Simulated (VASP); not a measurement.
# Ge2Sb2Te5 in VASP: single point with PBEsol

Aim: the single point of Ge2Sb2Te5 with PBEsol.

Program: VASP 6.6.1. These are calculated values, not measurements. Logs are shortened: lines on timing, memory, paths and dates and some standing lists are left out, and cuts for length are marked.

### 1 The cell of the first run

The typed cell holds 9 atoms: a = 4.202 Å, b = 4.202 Å, c = 17.781 Å, α = 76.33°, β = 76.33°, γ = 60.00°.

### 2 Single point, PBEsol

Contents of INCAR:

```
PREC = Accurate
ENCUT = 520
EDIFF = 1E-7
ISMEAR = 0
SIGMA = 0.15
LREAL = False
LASPH = True
NELM = 80
ALGO = Normal
ISIF = 2
LWAVE = False
LCHARG = False
GGA = PS
NBANDS = 44
```

Contents of KPOINTS:

```
Automatic mesh
0
Gamma
  11 11 3
```

Contents of POSCAR:

```
Ge2Sb2Te5
1.0
   -4.2017346381      0.0000000000      0.0000000000
   -2.1008673191     -3.6388089366      0.0000000000
   -4.2019447249     -2.4259939180     17.1060817248
Ge Sb Te
2 2 5
Direct
    0.8864559255      0.8864559255      0.1703075964
   -0.3294114055     -0.3294114055      0.4940924036
   -0.2992943467     -0.2992943467      0.9488940753
    0.1896388667      0.1896388667      0.7155059247
   -0.5548277400     -0.5548277400      0.8322000000
   -0.0755259519     -0.0755259519      0.6132582649
    0.6325704719      0.6325704719      0.0511417351
    0.1647367881      0.1647367881      0.2528821737
    0.3923077319      0.3923077319      0.4115178263
```

Potentials or basis: VASP PAW PBE potentials, release 64 (Ge_d, Sb, Te).

Started as:

```sh
cat potpaw_PBE.64/Ge_d/POTCAR potpaw_PBE.64/Sb/POTCAR potpaw_PBE.64/Te/POTCAR > POTCAR
mpirun -np 1 vasp_std > vasp.out
```

OUTCAR:

```text
PREC = Accurate
   ENCUT = 520
   EDIFF = 1E-7
   ISMEAR = 0
   LREAL = False
   LASPH = True
   NELM = 80
   ISIF = 2
   GGA = PS

 ion  position               nearest neighbor table
   1  0.886  0.886  0.170-   8 2.81   8 2.81   8 2.81   7 3.17   7 3.17   7 3.17
   2  0.671  0.671  0.494-   9 2.81   9 2.81   9 2.81   6 3.17   6 3.17   6 3.17
   3  0.701  0.701  0.949-   7 1.75   5 3.14   5 3.14   5 3.14
   4  0.190  0.190  0.716-   6 2.99   6 2.99   6 2.99   5 3.14   5 3.14   5 3.14
   5  0.445  0.445  0.832-   3 3.14   4 3.14   3 3.14   4 3.14   3 3.14   4 3.14
   6  0.924  0.924  0.613-   4 2.99   4 2.99   4 2.99   2 3.17   2 3.17   2 3.17
   7  0.633  0.633  0.051-   3 1.75   1 3.17   1 3.17   1 3.17
   8  0.165  0.165  0.253-   1 2.81   1 2.81   1 2.81   9 3.64   9 3.64   9 3.64
   9  0.392  0.392  0.412-   2 2.81   2 2.81   2 2.81   8 3.64   8 3.64   8 3.64

 -----------------------------------------------------------------------------
|                                                                             |
|           W    W    AA    RRRRR   N    N  II  N    N   GGGG   !!!           |
|           W    W   A  A   R    R  NN   N  II  NN   N  G    G  !!!           |
|           W    W  A    A  R    R  N N  N  II  N N  N  G       !!!           |
|           W WW W  AAAAAA  RRRRR   N  N N  II  N  N N  G  GGG   !            |
|           WW  WW  A    A  R   R   N   NN  II  N   NN  G    G                |
|           W    W  A    A  R    R  N    N  II  N    N   GGGG   !!!           |
|                                                                             |
|     The distance between some ions is very small. Please check the          |
|     nearest-neighbor list in the OUTCAR file.                               |
|     I HOPE YOU KNOW WHAT YOU ARE DOING!                                     |
|                                                                             |
 -----------------------------------------------------------------------------

  LATTYP: Found a trigonal (rhomboedric) cell.
 ALAT       =    17.2772532108
 COS(alpha) =     0.9704281065

  Lattice vectors:

 A1 = (  -0.0002100868,  -2.4259939180,  17.1060817248)
 A2 = (   2.1006572323,   1.2128150186,  17.1060817248)
 A3 = (  -2.1010774058,   1.2128150186,  17.1060817248)

Analysis of symmetry for initial positions (statically):
=====================================================================
 Subroutine PRICEL returns:
 Original cell was already a primitive cell.

 Routine SETGRP: Setting up the symmetry group for a
 trigonal (rhombohedral) supercell.

 Subroutine GETGRP returns: Found  2 space group operations
 (whereof  2 operations were pure point group operations)
 out of a pool of 12 trial point group operations.

The static configuration has the point symmetry C_1h.

Analysis of symmetry for dynamics (positions and initial velocities):
=====================================================================
 Subroutine PRICEL returns:
 Original cell was already a primitive cell.

 Routine SETGRP: Setting up the symmetry group for a
 trigonal (rhombohedral) supercell.

 Subroutine GETGRP returns: Found  2 space group operations
 (whereof  2 operations were pure point group operations)
 out of a pool of 12 trial point group operations.

The dynamic configuration has the point symmetry C_1h.

 Subroutine INISYM returns: Found  2 space group operations
 (whereof  2 operations are pure point group operations),
 and found     1 'primitive' translations

----------------------------------------------------------------------------------------

                                     Primitive cell

  volume of cell :     261.5402

  direct lattice vectors                    reciprocal lattice vectors
    -4.201734638  0.000000000  0.000000000    -0.237996943  0.137407599 -0.038974443
    -2.100867319 -3.638808937  0.000000000     0.000000000 -0.274815198 -0.038974443
    -4.201944725 -2.425993918 17.106081725     0.000000000  0.000000000  0.058458741

  length of vectors
     4.201734638  4.201734638 17.780883497     0.277565128  0.277565128  0.058458741
[... 52 lines left out ...]
|           W    W  A    A  R    R  N    N  II  N    N   GGGG   !!!           |
|                                                                             |
|     Your reciprocal lattice and k-lattice belong to different lattice       |
|     classes:                                                                |
|                                                                             |
|        The reciprocal lattice is rhombohedral (trigonal),                   |
|        whereas your k-lattice is base-centered monoclinic.                  |
|                                                                             |
|     Results are often still useful ...                                      |
|                                                                             |
 -----------------------------------------------------------------------------

 WARNING: IBZKPT: internal override: KBLOWUP is changed to .FALSE.
      ... skipping the blow-up phase ...

 Subroutine IBZKPT returns following result:
 ===========================================

 Found    102 irreducible k-points:

 Following reciprocal coordinates:
            Coordinates               Weight
  0.000000  0.000000  0.000000      1.000000
  0.090909  0.000000  0.000000      4.000000
  0.181818  0.000000  0.000000      4.000000
  0.272727  0.000000  0.000000      4.000000
  0.363636  0.000000 -0.000000      4.000000
  0.454545  0.000000  0.000000      4.000000
[... 16 lines left out ...]
 -0.272727  0.181818 -0.000000      4.000000
 -0.181818  0.181818 -0.000000      2.000000
 [... further k-points ...]
   k-points           NKPTS =    102   k-points in BZ     NKDIM =    102   number of bands    NBANDS=     44
   number of dos      NEDOS =    301   number of ions     NIONS =      9
   total plane-waves  NPLWV = 143360
   dimension x,y,z NGX =    32 NGY =   32 NGZ =  140
   dimension x,y,z NGXF=    64 NGYF=   64 NGZF=  280
   ions per type =               2   2   5
   NGX,Y,Z   is equivalent  to a cutoff of  12.66, 12.66, 13.09 a.u.
   NGXF,Y,Z  is equivalent  to a cutoff of  25.32, 25.32, 26.18 a.u.
 SYSTEM =  unknown system
   PREC   = accura    normal or accurate (medium, high low for compatibility)
   ISTART =      0    job   : 0-new  1-cont  2-samecut
   ICHARG =      2    charge: 1-file 2-atom 10-const
   ISPIN  =      1    spin polarized calculation?
   LNONCOLLINEAR =      F non collinear calculations
   LSORBIT =      F    spin-orbit coupling
   LASPH  =      T    aspherical Exc in radial PAW
   ENCUT  =  520.0 eV  38.22 Ry    6.18 a.u.   7.81  7.81 33.06*2*pi/ulx,y,z
   NELM   =     80;   NELMIN=  2; NELMDL= -5     # of ELM steps
   EDIFF  = 0.1E-06   stopping-criterion for ELM
   LREAL  =      F    real-space projection
   EDIFFG = 0.1E-05   stopping-criterion for IOM
   NSW    =      0    number of steps for IOM
   IBRION =     -1    ionic relax: 0-MD 1-quasi-New 2-CG
   NFREE  =      0    steps in history (QN), initial steepest desc. (CG)
   ISIF   =      2    stress and relaxation
   ISYM   =      2    0-nonsym 1-usesym 2-fastsym
   POTIM  = 0.5000    time-step for ionic-motion
   TEBEG  =    0.0;   TEEND  =   0.0 temperature during run
   PSTRESS=    0.0 pullay stress
   NELECT =      68.0000    total number of electrons
   NUPDOWN=      -1.0000    fix difference up-down
   EMIN   =  10.00;   EMAX   =-10.00  energy-range for DOS
   EFERMI =   0.00;   METHOD = LEGACY
   ISMEAR =     0;   SIGMA  =   0.15  broadening in eV -4-tet -1-fermi 0-gaus
   EFERMI_NEDOS =   21; number of points for ismear=-14 and -15
   IALGO  =     38    algorithm
   IMIX   =      4    mixing-type and parameters
     AMIX     =   0.40;   BMIX     =  1.00
     AMIX_MAG =   1.60;   BMIX_MAG =  1.00
  volume/ion in A,a.u.               =      29.06       196.11
  Fermi-wavevector in a.u.,A,eV,Ry     =   1.044877  1.974530 14.854393  1.091767
  Thomas-Fermi vector in A             =   2.179648
   LORBIT       =      0    0 simple, 1 ext, 2 COOP (PROOUT), +10 PAW based schemes
   GGA     = PS    functional components
   LHFCALC =     F    Hartree Fock is set to
   AEXX    =    0.0000 exact exchange contribution
   IVDW    =     0    specifies the selected vdW correction
   LEPSILON=     F    determine dielectric tensor
   LRPA    =     F    only Hartree local field effects (RPA)
 non-spin polarized calculation
 Gauss-broadening in eV      SIGMA  =   0.15
  energy-cutoff  :      520.00
  volume of cell :      261.54
 maximum number of plane-waves:      7068
   NGX = 15   NGY = 15   NGZ = 67

 number of electron      67.9999987 magnetization

 Free energy of the ion-electron system (eV)
  ---------------------------------------------------
  ext. energy  EPLUGINS =         0.00000000
  ---------------------------------------------------
  free energy    TOTEN  =       -19.81459091 eV

  energy without entropy =      -19.78923819  energy(sigma->0) =      -19.80191455

 E-fermi :   6.7586     XC(G=0):  -9.6724

 val. band max:        6.7562667455   @ k =   0.1818   0.1818   0.3333
 cond. band min:       6.7699478160   @ k =  -0.4545   0.0909   0.3333
 fundamental gap:      0.0136810705
 Fermi energy:         6.7586214610

 k-point     1 :       0.0000    0.0000    0.0000
  band No.  band energies     occupation
      1     -18.1418      2.00000
      2     -18.1418      2.00000
      3     -18.1281      2.00000
      4     -18.1281      2.00000
      5     -18.1230      2.00000
      6     -17.8927      2.00000
[... 1117 lines left out ...]
     43      10.2266      0.00000
     44      10.5060      0.00000

 [... further k-points ...]
[... 5 lines left out ...]
  --------------------------------------------------------------------------------------
  -------------------------------------------------------------------------------------
  Total        0.5818287      0.5873140    115.2777872     -0.0047503     -0.0077066     -0.0133480
  in kB        3.5642432      3.5978454    706.1838768     -0.0291003     -0.0472098     -0.0817692
  external PRESSURE =     237.7819885 kB  Pullay stress =       0.0000000 kB

 VOLUME and BASIS-vectors are now :
 -----------------------------------------------------------------------------
  energy-cutoff  :      520.00
  volume of cell :      261.54
      direct lattice vectors                 reciprocal lattice vectors
    -4.201734638  0.000000000  0.000000000    -0.237996943  0.137407599 -0.038974443
    -2.100867319 -3.638808937  0.000000000     0.000000000 -0.274815198 -0.038974443
    -4.201944725 -2.425993918 17.106081725     0.000000000  0.000000000  0.058458741

 POSITION                                       TOTAL-FORCE (eV/Angst)
 -----------------------------------------------------------------------------------
     -6.30260     -3.63881      2.91330         0.000112      0.000065      0.468641
     -6.30260     -3.63881      8.45199        -0.000249     -0.000144      0.182236
     -8.40347     -4.85175     16.23186         0.005357      0.003093    -64.363790
     -4.20173     -2.42587     12.23950        -0.000963     -0.000556      0.515864
     -6.30260     -3.63881     14.23568         0.001558      0.000899     -0.752522
     -8.40347     -4.85175     10.49045         0.000650      0.000375     -0.408247
     -4.20173     -2.42587      0.87483        -0.006011     -0.003471     64.527846
     -2.10087     -1.21294      4.32582         0.000075      0.000043     -0.049829
     -4.20173     -2.42587      7.03946        -0.000529     -0.000305     -0.120199
 -----------------------------------------------------------------------------------
    total drift:                               -0.000029     -0.000016     -0.001347

  FREE ENERGIE OF THE ION-ELECTRON SYSTEM (eV)
  ---------------------------------------------------
  free  energy   TOTEN  =       -19.8145909078 eV

  energy  without entropy=      -19.7892381878  energy(sigma->0) =      -19.80191455
```

It took 22 min on 1 thread of Intel Xeon 6975P-C (Granite Rapids), shared host; peak memory 1.1 GiB.

Results:

```
Free energy            : -19.8146 eV
Pressure               : 23.8 GPa
Largest force          : 64.528 eV/Å
Band gap on the k mesh : zero (bands 34 and 35 overlap by 0.83 eV)
```

Forces in eV/Å, atoms in the order of the input:
```
Ge    0.000   0.000   0.469
Ge    0.000   0.000   0.182
Sb    0.005   0.003 -64.364
Sb   -0.001  -0.001   0.516
Te    0.002   0.001  -0.753
Te    0.001   0.000  -0.408
Te   -0.006  -0.003  64.528
Te    0.000   0.000  -0.050
Te   -0.001   0.000  -0.120
```

Stress tensor (GPa, compression positive):
```
 0.36  0.00 -0.01
 0.00  0.36  0.00
-0.01  0.00 70.62
```

Caveat: atoms lie so close that the PAW spheres overlap strongly, which falsifies energies and pressures; the cell stands under pressure; the PAW data sets were made with another functional, which shifts forces and pressure a little; spin-orbit coupling is left out, which moves the levels of the heavy elements.
